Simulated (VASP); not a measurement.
# Mg32O33 (a cell with a defect) in VASP: notebook

Aim: see how the results for Mg32O33 (a cell with a defect) move with the level of theory and the settings. Levels: PBEsol, r2SCAN. Tasks: single point.

All numbers are computed with VASP 6.6.1; they aren't measurements. Logs are shortened: lines on timing, memory, paths and dates and some standing lists are left out, and cuts for length are marked.

## 1. The cell of the first run

The cell holds a defect, 65 atoms: a = 8.429 Å, b = 8.429 Å, c = 8.429 Å, α = 90.00°, β = 90.00°, γ = 90.00°.

## 2. Single point, PBEsol

Input file INCAR:

```
PREC     = Accurate       # precision mode
ENCUT    = 520            # plane-wave cutoff, eV
EDIFF    = 1E-6           # SCF threshold, eV
ISMEAR   = -1             # smearing method
SIGMA    = 0.05           # smearing width, eV
LREAL    = Auto         
LASPH    = T              # aspherical terms in the spheres
NELM     = 120            # most SCF steps
ALGO     = Normal         # electronic algorithm
ISIF     = 2              # what is computed and relaxed
LWAVE    = F              # write WAVECAR
LCHARG   = T              # write CHGCAR
GGA      = PS             # functional
LELF     = T              # ELF
LVHAR    = T            
NELECT   = 264.0        
ISYM     = -1           
NBANDS   = 169            # bands
GGA_COMPAT= F
```

Input file KPOINTS:

```
explicit points
1
Reciprocal
  0.25000000   0.25000000   0.25000000 1
```

Input file POSCAR:

```
Mg32O33
1.0
    8.4288080000      0.0000000000      0.0000000000
    0.0000000000      8.4288080000      0.0000000000
    0.0000000000      0.0000000000      8.4288080000
O Mg
33 32
Direct
    0.2476400000      0.0036240000      0.9962640000
    0.2470710000      0.9986780000      0.5033280000
    0.2471100000      0.4965460000      0.0012260000
    0.2158440000      0.4652850000      0.5346190000
    0.7481650000      0.9976010000      0.0022380000
    0.7541830000      0.0036180000      0.5028120000
    0.7541900000      0.4970790000      0.9962610000
    0.7492420000      0.4965080000      0.5033280000
    0.9979100000      0.2473460000      0.0022790000
    0.9917660000      0.2412010000      0.5027990000
    0.9919180000      0.7479620000      0.9962870000
    0.9968920000      0.7483990000      0.5032780000
    0.4985240000      0.2413490000      0.9962820000
    0.4989640000      0.2463260000      0.5032800000
    0.4989270000      0.7483640000      0.0012260000
    0.5299870000      0.7794360000      0.5340830000
    0.9919400000      0.0035860000      0.2519530000
    0.9978850000      0.9975810000      0.7525180000
    0.9968510000      0.4965670000      0.2514680000
    0.9917760000      0.4971010000      0.7586650000
    0.4989560000      0.9987360000      0.2514500000
    0.4984960000      0.0035820000      0.7585140000
    0.5297940000      0.4659870000      0.2206080000
    0.4989790000      0.4965290000      0.7536420000
    0.2471300000      0.2462860000      0.2514670000
    0.2476620000      0.2412110000      0.7586650000
    0.2165710000      0.7792230000      0.2206280000
    0.2470940000      0.7484130000      0.7536430000
    0.7541540000      0.2413740000      0.2519520000
    0.7481470000      0.2473210000      0.7525180000
    0.7493010000      0.7483920000      0.2514500000
    0.7541460000      0.7479330000      0.7585130000
    0.3726730000      0.6220840000      0.3778880000
    0.9984930000      0.9970540000      0.0028280000
    0.9972780000      0.9982160000      0.5015260000
    0.9972720000      0.4983530000      0.0016890000
    0.9939670000      0.4941080000      0.5057810000
    0.4972070000      0.9981670000      0.0017300000
    0.5013900000      0.0015150000      0.5056420000
    0.5014500000      0.4941930000      0.9983810000
    0.4989650000      0.4964480000      0.5034400000
    0.2489150000      0.2467060000      0.0016870000
    0.2446640000      0.2434030000      0.5057830000
    0.2447570000      0.7508860000      0.9983870000
    0.2470340000      0.7483890000      0.5034320000
    0.7476170000      0.2479310000      0.0028310000
    0.7487870000      0.2467120000      0.5015240000
    0.7487310000      0.7466420000      0.0017310000
    0.7520700000      0.7508270000      0.5056400000
    0.2447840000      0.0015020000      0.2490350000
    0.2488850000      0.9982040000      0.7531680000
    0.2470790000      0.4965070000      0.2514310000
    0.2446770000      0.4941140000      0.7565410000
    0.7487080000      0.9981420000      0.2532120000
    0.7475710000      0.9970070000      0.7519030000
    0.7520630000      0.4942220000      0.2490330000
    0.7487710000      0.4983230000      0.7531670000
    0.9972880000      0.2467240000      0.2532720000
    0.9985390000      0.2479750000      0.7519070000
    0.9942320000      0.7508890000      0.2490070000
    0.9972660000      0.7466100000      0.7531780000
    0.5014520000      0.2436600000      0.2490060000
    0.4971740000      0.2467000000      0.7531800000
    0.4985560000      0.7480030000      0.2517960000
    0.5014160000      0.7508530000      0.7562830000
```

Potentials or basis: VASP PAW PBE potentials, release 64 (O, Mg).

The run is started by

```sh
$ cat potpaw_PBE.64/O/POTCAR potpaw_PBE.64/Mg/POTCAR > POTCAR
$ mpirun -np 1 vasp_std > vasp.out
```

OUTCAR:

```text
PREC = Accurate
   ENCUT = 520
   EDIFF = 1E-6
   ISMEAR = -1
   LREAL = Auto
   LASPH = T
   NELM = 120
   ISIF = 2
   GGA = PS
   NELECT = 264.0
   ISYM = -1

 ion  position               nearest neighbor table
   1  0.248  0.004  0.996-  42 2.05  51 2.05  34 2.10  38 2.10  44 2.13  50 2.13
   2  0.247  0.999  0.503-  43 2.06  35 2.11  51 2.11  45 2.11  50 2.14  39 2.14
   3  0.247  0.497  0.001-  53 2.06  36 2.11  42 2.11  52 2.11  44 2.14  40 2.14
   4  0.216  0.465  0.535-  37 1.90  43 1.90  53 1.90  45 2.42  41 2.42  52 2.42
   5  0.748  0.998  0.002-  34 2.11  46 2.11  55 2.11  38 2.12  48 2.12  54 2.12
   6  0.754  0.004  0.503-  47 2.05  35 2.05  55 2.10  54 2.10  49 2.13  39 2.13
[... 24 lines left out ...]
  31  0.749  0.748  0.251-  60 2.06  48 2.10  54 2.11  64 2.11  56 2.14  49 2.14
  32  0.754  0.748  0.759-  61 2.05  48 2.05  55 2.10  57 2.10  65 2.13  49 2.13
  33  0.373  0.622  0.378-  41 1.84  45 1.84  52 1.84  64 1.84
  34  0.998  0.997  0.003-  11 2.10  17 2.10   1 2.10   9 2.11  18 2.11   5 2.11  60 2.93  44 2.94
                            50 2.94  51 2.98  42 2.98  61 2.98  58 2.98  54 2.98  48 2.98  46 2.99
  35  0.997  0.998  0.502-  10 2.05   6 2.05  17 2.10   2 2.11  12 2.11  18 2.12  43 2.94  49 2.94
                            58 2.96  54 2.96  47 2.96  45 2.98  60 2.98  50 2.98  55 2.98  59 2.98
  36  0.997  0.498  0.002-  20 2.05   7 2.05  11 2.10  19 2.11   3 2.11   9 2.12  56 2.94  53 2.94
                            61 2.96  48 2.96  57 2.96  52 2.98  60 2.98  44 2.98  46 2.98  59 2.98
  37  0.994  0.494  0.506-   4 1.90   8 2.06  20 2.13  10 2.13  12 2.14  19 2.14  59 2.93  47 2.94
                            57 2.94  49 2.97  56 2.97  58 2.98  61 2.98  43 2.99  53 2.99  45 3.02
  38  0.497  0.998  0.002-  13 2.05  22 2.05   1 2.10  21 2.10  15 2.11   5 2.12  65 2.94  62 2.94
                            42 2.96  51 2.96  63 2.96  50 2.98  44 2.98  46 2.98  55 2.98  64 2.98
  39  0.501  0.002  0.506-  16 1.90  14 2.06   6 2.13  22 2.13  21 2.14   2 2.14  55 2.94  47 2.94
                            63 2.94  43 2.97  62 2.97  54 2.98  51 2.98  65 2.99  49 2.99  64 3.02
  40  0.501  0.494  0.998-  23 1.90  24 2.06   7 2.13  13 2.13  15 2.14   3 2.14  46 2.94  57 2.94
                            63 2.94  53 2.97  65 2.97  48 2.98  42 2.98  62 2.99  56 2.99  64 3.02
  41  0.499  0.496  0.503-  33 1.84  14 2.11  24 2.11   8 2.11  23 2.41  16 2.41   4 2.42  63 2.98
                            57 2.98  47 2.98  64 3.00  45 3.00  52 3.00  62 3.02  65 3.02  43 3.02
  42  0.249  0.247  0.002-  26 2.05   1 2.05  13 2.10  25 2.11   3 2.11   9 2.12  50 2.94  53 2.94
[... 33 lines left out ...]
  59  0.999  0.248  0.752-  10 2.10  26 2.10  20 2.10   9 2.11  30 2.11  18 2.11  43 2.93  37 2.93
                            53 2.93  57 2.98  51 2.98  47 2.98  35 2.98  42 2.98  36 2.98  34 2.99
  60  0.994  0.751  0.249-  27 1.90  31 2.06  17 2.13  11 2.13  12 2.14  19 2.14  34 2.93  54 2.94
                            48 2.94  49 2.97  56 2.97  35 2.98  36 2.98  44 2.99  50 2.99  45 3.02
  61  0.997  0.747  0.753-  11 2.05  32 2.05  20 2.10  28 2.11  12 2.11  18 2.12  44 2.94  49 2.94
                            36 2.96  57 2.96  48 2.96  45 2.98  37 2.98  53 2.98  55 2.98  34 2.98
  62  0.501  0.244  0.249-  23 1.90  21 2.06  29 2.13  13 2.13  14 2.14  25 2.14  46 2.93  38 2.94
                            54 2.94  39 2.97  50 2.97  47 2.98  42 2.98  40 2.99  56 2.99  52 3.02
  63  0.497  0.247  0.753-  13 2.05  22 2.05  26 2.10  24 2.11  14 2.11  30 2.12  40 2.94  39 2.94
                            42 2.96  51 2.96  38 2.96  41 2.98  43 2.98  53 2.98  55 2.98  46 2.98
  64  0.499  0.748  0.252-  33 1.84  15 2.11  21 2.11  31 2.11  27 2.41  23 2.41  16 2.41  38 2.98
                            48 2.98  54 2.98  52 3.00  45 3.00  41 3.00  44 3.02  40 3.02  50 3.02
  65  0.501  0.751  0.756-  16 1.90  15 2.06  22 2.13  32 2.13  28 2.14  24 2.14  55 2.93  38 2.94
                            48 2.94  40 2.97  44 2.97  51 2.98  57 2.98  49 2.99  39 2.99  45 3.02

[... 40 lines left out ...]
   TEBEG  =    0.0;   TEEND  =   0.0 temperature during run
   PSTRESS=    0.0 pullay stress
   NELECT =     264.0000    total number of electrons
   NUPDOWN=      -1.0000    fix difference up-down
   EMIN   =  10.00;   EMAX   =-10.00  energy-range for DOS
   EFERMI =   0.00;   METHOD = LEGACY
   ISMEAR =    -1;   SIGMA  =   0.05  broadening in eV -4-tet -1-fermi 0-gaus
   EFERMI_NEDOS =   21; number of points for ismear=-14 and -15
   IALGO  =     38    algorithm
   IMIX   =      4    mixing-type and parameters
     AMIX     =   0.40;   BMIX     =  1.00
     AMIX_MAG =   1.60;   BMIX_MAG =  1.00
  volume/ion in A,a.u.               =       9.21        62.17
  Fermi-wavevector in a.u.,A,eV,Ry     =   1.245977  2.354555 21.122478  1.552458
  Thomas-Fermi vector in A             =   2.380175
   LORBIT       =      0    0 simple, 1 ext, 2 COOP (PROOUT), +10 PAW based schemes
   GGA     = PS    functional components
   LHFCALC =     F    Hartree Fock is set to
   AEXX    =    0.0000 exact exchange contribution
   IVDW    =     0    specifies the selected vdW correction
   LEPSILON=     F    determine dielectric tensor
   LRPA    =     F    only Hartree local field effects (RPA)
 non-spin polarized calculation
  energy-cutoff  :      520.00
  volume of cell :      598.82
 maximum number of plane-waves:     16125
 NGX is ok and might be reduce to    64
   NGX = 31   NGY = 31   NGZ = 31

 number of electron     264.0000019 magnetization

 Free energy of the ion-electron system (eV)
  ---------------------------------------------------
  ext. energy  EPLUGINS =         0.00000000
  ---------------------------------------------------
  free energy    TOTEN  =      -390.13250006 eV

  energy without entropy =     -390.13250006  energy(sigma->0) =     -390.13250006

 E-fermi :   6.6595     XC(G=0): -11.4037

 val. band max:        5.3955457710   @ k =   0.2500   0.2500   0.2500
 cond. band min:       8.6940930906   @ k =   0.2500   0.2500   0.2500
 fundamental gap:      3.2985473196
 Fermi energy:         6.6595221930

 k-point     1 :       0.2500    0.2500    0.2500
  band No.  band energies     occupation
      1     -14.0683      2.00000
      2     -13.7002      2.00000
      3     -13.6988      2.00000
      4     -13.6220      2.00000
      5     -13.3821      2.00000
      6     -13.3812      2.00000
[... 136 lines left out ...]
    143      11.6944      0.00000
    144      12.0076      0.00000
 [bands above 144 left out]

------------------------ aborting loop because EDIFF is reached ----------------------------------------

  FORCE on cell =-STRESS in cart. coord.  units (eV):
  Direction    XX          YY          ZZ          XY          YZ          ZX
  --------------------------------------------------------------------------------------
  -------------------------------------------------------------------------------------
  Total       38.6969898     38.7144165     38.7312119     -0.6362870     -0.6369764     -0.6417694
  in kB      103.5354993    103.5821250    103.6270621     -1.7024140     -1.7042584     -1.7170822
  external PRESSURE =     103.5815621 kB  Pullay stress =       0.0000000 kB

 VOLUME and BASIS-vectors are now :
 -----------------------------------------------------------------------------
  energy-cutoff  :      520.00
  volume of cell :      598.82
      direct lattice vectors                 reciprocal lattice vectors
     8.428808000  0.000000000  0.000000000     0.118640738  0.000000000  0.000000000
     0.000000000  8.428808000  0.000000000     0.000000000  0.118640738  0.000000000
     0.000000000  0.000000000  8.428808000     0.000000000  0.000000000  0.118640738

 POSITION                                       TOTAL-FORCE (eV/Angst)
 -----------------------------------------------------------------------------------
      2.08731      0.03055      8.39732         0.002761     -0.002085      0.001181
      2.08251      8.41767      4.24246        -0.004191      0.009174      0.003232
      2.08284      4.18529      0.01033        -0.003974     -0.003177     -0.007985
      1.81931      3.92180      4.50620         0.015668      0.014926     -0.016468
      6.30614      8.40859      0.01886        -0.005482     -0.003665      0.004450
      6.35686      0.03050      4.23811        -0.002586     -0.003469     -0.003646
[... 57 lines left out ...]
      4.20223      6.30477      2.12234        -0.002012     -0.002377      0.003356
      4.22634      6.32880      6.37456         0.003264      0.003297     -0.009916
 -----------------------------------------------------------------------------------
    total drift:                                0.021926      0.020325     -0.018306

  FREE ENERGIE OF THE ION-ELECTRON SYSTEM (eV)
  ---------------------------------------------------
  free  energy   TOTEN  =      -390.1325000560 eV

  energy  without entropy=     -390.1325000559  energy(sigma->0) =     -390.13250006
```

Wall time 3.9 min (1 thread of AMD EPYC 7R13 (Zen 3), shared host); peak memory 0.54 GiB.

What came out:

```yaml
Free_energy: -390.1325 eV
Largest_force: 0.027 eV/Å
```

Forces on the atoms (eV/Å):
```
O    0.003 -0.002  0.001
O   -0.004  0.009  0.003
O   -0.004 -0.003 -0.008
O    0.016  0.015 -0.016
O   -0.005 -0.004  0.004
O   -0.003 -0.003 -0.004
O   -0.003  0.004  0.004
O    0.010 -0.004  0.005
O    0.000  0.001  0.004
O   -0.001 -0.004 -0.005
O   -0.003 -0.003  0.000
O   -0.009  0.001  0.005
O   -0.001 -0.003 -0.001
O    0.004 -0.008  0.007
O    0.000  0.000 -0.003
O    0.002  0.002  0.011
O   -0.002 -0.001  0.002
O    0.000 -0.004 -0.001
O   -0.009 -0.003 -0.002
O   -0.001  0.005  0.003
O   -0.001  0.002 -0.001
O    0.000  0.001  0.005
O   -0.004 -0.005  0.002
O    0.004 -0.006  0.009
O   -0.004 -0.008 -0.002
O    0.008 -0.002  0.002
O   -0.006 -0.004  0.001
O   -0.005  0.001  0.009
O   -0.001 -0.003  0.000
O   -0.005  0.001 -0.001
O    0.004 -0.002  0.000
O    0.000  0.000  0.002
O    0.000 -0.001 -0.001
Mg   0.004 -0.003  0.004
Mg  -0.004  0.008 -0.005
Mg  -0.003  0.006 -0.008
Mg   0.005 -0.004  0.004
Mg  -0.003  0.009 -0.009
Mg   0.003 -0.008  0.002
Mg   0.003 -0.002  0.008
Mg  -0.008  0.007 -0.009
Mg   0.005 -0.002 -0.007
Mg  -0.003  0.006  0.004
Mg  -0.002  0.003  0.009
Mg   0.006 -0.008 -0.009
Mg  -0.004  0.005  0.003
Mg   0.007 -0.004 -0.005
Mg   0.008 -0.002 -0.009
Mg  -0.008  0.004  0.002
Mg  -0.003 -0.008 -0.003
Mg   0.004  0.008  0.003
Mg   0.008  0.009  0.010
Mg  -0.004 -0.004 -0.007
Mg   0.009  0.009  0.002
Mg  -0.004 -0.004 -0.006
Mg  -0.008 -0.003 -0.004
Mg   0.007  0.005  0.003
Mg  -0.005 -0.005  0.004
Mg   0.006  0.006 -0.007
Mg   0.009  0.004 -0.003
Mg  -0.005 -0.004  0.005
Mg   0.004  0.007 -0.003
Mg  -0.004 -0.006  0.006
Mg  -0.002 -0.002  0.003
Mg   0.003  0.003 -0.010
```

Caveat: the cell carries a net charge on a neutralising background, which shifts energy and pressure; the cell is charged against a uniform background, so pressure and absolute levels hang on convention; the PAW data sets were made with another functional, which shifts forces and pressure a little.

(Part 1 of 2 ends here.)
